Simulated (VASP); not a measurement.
Write the native input for VASP 6.6.1 that does the following.

```
Task                   : single point
Functional             : PBE
Potentials or basis    : VASP PAW PBE potentials, release 64 (Zn, Se)
Cutoff                 : 520 eV
k mesh                 : 12 × 12 × 4
Occupations            : fermi-dirac, width 0.02 eV
Spin                   : no spin polarisation
Dipole correction      : no
Further INCAR settings : ALGO = Normal; EDIFF = 1e-06; NBANDS = 26
```

The structure of ZnSe lies in POSCAR:

```
ZnSe
1.0
    3.7796699664      0.0000000000      0.0000000000
   -1.8898349832      3.2732902088      0.0000000000
    0.0000000000      0.0000000000      6.1318998860
Zn Se
2 2
Direct
    0.0000000000      0.0000000000      0.0000000000
    0.0000000000      0.0000000000      0.5000000000
    0.3333333333      0.6666666667      0.2500000000
    0.6666666667      0.3333333333      0.7500000000
```

The input as run:

INCAR

```
  PREC = Accurate
  ENCUT = 520
  EDIFF = 1E-6
  ISMEAR = -1
  SIGMA = 0.02
  LREAL = False
  LASPH = True
  NELM = 80
  ALGO = Normal
  ISIF = 2
  LWAVE = False
  LCHARG = False
  GGA = PE
  NBANDS = 26
```

KPOINTS

```
regular mesh
0
Gamma
  12 12 4
```

Potentials or basis: VASP PAW PBE potentials, release 64 (Zn, Se).

The run is started by

```bash
$ cat potpaw_PBE.64/Zn/POTCAR potpaw_PBE.64/Se/POTCAR > POTCAR
$ mpirun -np 1 vasp_std > vasp.out
```

It gave:

```json
{
  "Pressure": "2.4 GPa",
  "Band gap on the k mesh": "zero (bands 18 and 19 overlap by 0.43 eV)"
}
```

Caveat: semilocal functionals underestimate gaps, and a narrow one can read as zero.

Run time: 3.4 min on 1 thread of Intel Xeon 8259CL, on a shared host, peak memory 0.25 GiB.
